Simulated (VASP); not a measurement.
Write the native input for VASP 6.6.1 that does the following.

* Task: single point
* Functional: PBE
* Potentials or basis: VASP PAW PBE potentials, release 64 (Zr_sv, Nb_sv, N)
* Cutoff: 600 eV
* k mesh: 4 × 4 × 2
* Occupations: gaussian, width 0.15 eV
* Spin: no spin polarisation
* Dipole correction: no
* Further INCAR settings: ALGO = Normal; EDIFF = 1e-06; NBANDS = 36

The structure of ZrNb2N3 lies in POSCAR:

```
ZrNb2N3
1.0
    4.5088182159      0.0000000000      0.0000000000
   -2.2544091080      3.9047511160      0.0000000000
    0.0000000000      0.0000000000      4.2077963325
Zr Nb N
1 2 3
Direct
    0.0000000000      0.0000000000      0.4997391224
    0.3333333333      0.6666666667      1.0000628234
    0.6666666667      0.3333333333      1.0000628234
    0.0000000000      0.0000000000      0.9996360792
    0.3333333333      0.6666666667      0.4997292707
    0.6666666667      0.3333333333      0.4997292707
```

The cell was built from a structure type or drawn by symmetry, and may not be a known phase.

The input as run:

INCAR

```
PREC = Accurate
ENCUT = 600
EDIFF = 1E-6
ISMEAR = 0
SIGMA = 0.15
LREAL = F
LASPH = T
NELM = 120
ALGO = Normal
ISIF = 2
LWAVE = F
LCHARG = F
GGA = PE
NBANDS = 36
GGA_COMPAT = F
```

KPOINTS

```
regular mesh
0
Gamma
  4 4 2
```

Potentials or basis: VASP PAW PBE potentials, release 64 (Zr_sv, Nb_sv, N).

The run is started by

```bash
$ cat potpaw_PBE.64/Zr_sv/POTCAR potpaw_PBE.64/Nb_sv/POTCAR potpaw_PBE.64/N/POTCAR > POTCAR
$ mpirun -np 1 vasp_std > vasp.out
```

Results of the run:

```json
{"Pressure": "0.1 GPa", "Largest force": "0.010 eV/Å", "Band gap on the k mesh": "zero (an odd number of electrons rules out a gap without spin polarisation)"}
```

Caveat: the k points lie up to 0.75 Å⁻¹ apart, too coarse for converged energies and pressures of a metal.

It took 29 s on 1 thread of AMD EPYC 7R13 Processor (Zen 3), with other jobs on the host, peak memory 0.18 GiB.
